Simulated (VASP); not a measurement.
Write the native input for VASP 6.6.1 that does the following.

```yaml
Task: single point
Functional: PBE
Potentials_or_basis: VASP PAW PBE potentials, release 64 (Si, Ni)
Cutoff: 520 eV
k_mesh: 14 × 14 × 14
Occupations: gaussian, width 0.1 eV
Spin: no spin polarisation
Dipole_correction: no
Further_INCAR_settings: ALGO = Normal; EDIFF = 1e-07; NBANDS = 25
```

The structure of SiNi3 lies in POSCAR:

```
SiNi3
1.0
    3.4536657535      0.0000000000      0.0000000000
    0.0000000000      3.4536657535      0.0000000000
    0.0000000000      0.0000000000      3.4536657535
Si Ni
1 3
Direct
    0.0000000000      0.0000000000      0.0000000000
    0.0000000000      0.5000000000      0.5000000000
    0.5000000000      0.0000000000      0.5000000000
    0.5000000000      0.5000000000      0.0000000000
```

This cell differs from its parent crystal: equal strain along all axes, cell held: -1.5 %.

These files were run (other wordings do the same):

INCAR

```
SYSTEM = SiNi3
  PREC = Accurate
  ENCUT = 520
  EDIFF = 1E-7
  ISMEAR = 0
  SIGMA = 0.1
  LREAL = .False.
  LASPH = .True.
  NELM = 100
  ALGO = Normal
  ISIF = 2
  LWAVE = .False.
  LCHARG = .False.
  GGA = PE
  NBANDS = 25
```

KPOINTS

```
regular mesh
0
Gamma
  14 14 14
  0 0 0
```

Potentials or basis: VASP PAW PBE potentials, release 64 (Si, Ni).

The run is started by

```sh
$ cat potpaw_PBE.64/Si/POTCAR potpaw_PBE.64/Ni/POTCAR > POTCAR
$ mpirun -np 1 vasp_std > vasp.out
```

Results of the run:

```json
{
 "Pressure": "10.7 GPa",
 "Band gap on the k mesh": "zero (band 17 reaches 11.39 eV, above the bottom of band 18 at 11.13 eV)"
}
```

Caveat: the cell differs from its parent crystal (equal strain along all axes, cell held: -1.5 %).

Run time: 48 s on 1 thread of Intel(R) Xeon(R) 6975P-C (Granite Rapids) (shared host), peak memory 0.23 GiB.
